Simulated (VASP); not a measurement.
Input of a VASP 6.6.1 run:

Contents of INCAR:

```
PREC     = Accurate       # precision mode
ENCUT    = 500            # plane-wave cutoff, eV
EDIFF    = 1E-6           # SCF threshold, eV
ISMEAR   = 0              # smearing method
SIGMA    = 0.05           # smearing width, eV
LREAL    = F              # projectors in reciprocal space
LASPH    = T              # aspherical terms in the spheres
NELM     = 120            # most SCF steps
ALGO     = Normal         # electronic algorithm
ISIF     = 2              # what is computed and relaxed
LWAVE    = F              # write WAVECAR
LCHARG   = F              # write CHGCAR
GGA      = PE             # functional
NBANDS   = 47             # bands
GGA_COMPAT= F
```

File KPOINTS:

```
Automatic mesh
0
Gamma
  4 4 4
```

File POSCAR:

```
Cs2SnI6
1.0
    0.0000000000      5.8138000000      5.8138000000
    5.8138000000      0.0000000000      5.8138000000
    5.8138000000      5.8138000000      0.0000000000
Cs Sn I
2 1 6
Direct
    0.2500000000      0.2500000000      0.2500000000
    0.7500000000      0.7500000000      0.7500000000
    0.0000000000      0.0000000000      0.0000000000
    0.7509778109      0.2490221891      0.2490221891
    0.2490221891      0.7509778109      0.2490221891
    0.2490221891      0.7509778109      0.7509778109
    0.7509778109      0.2490221891      0.7509778109
    0.2490221891      0.2490221891      0.7509778109
    0.7509778109      0.7509778109      0.2490221891
```

Potentials or basis: VASP PAW PBE potentials, release 64 (Cs_sv, Sn_d, I).

Launch:

```bash
$ cat potpaw_PBE.64/Cs_sv/POTCAR potpaw_PBE.64/Sn_d/POTCAR potpaw_PBE.64/I/POTCAR > POTCAR
$ mpirun -np 1 vasp_std > vasp.out
```

(1) Estimate the pressure.

(2) Estimate the largest force.

(3) Predict the band gap on the k mesh.

Results:

(1) 1.0 GPa.

(2) 0.003 eV/Å.

(3) zero (filled and empty bands touch).

Caveat: spin-orbit coupling is left out, which moves the levels of the heavy elements.
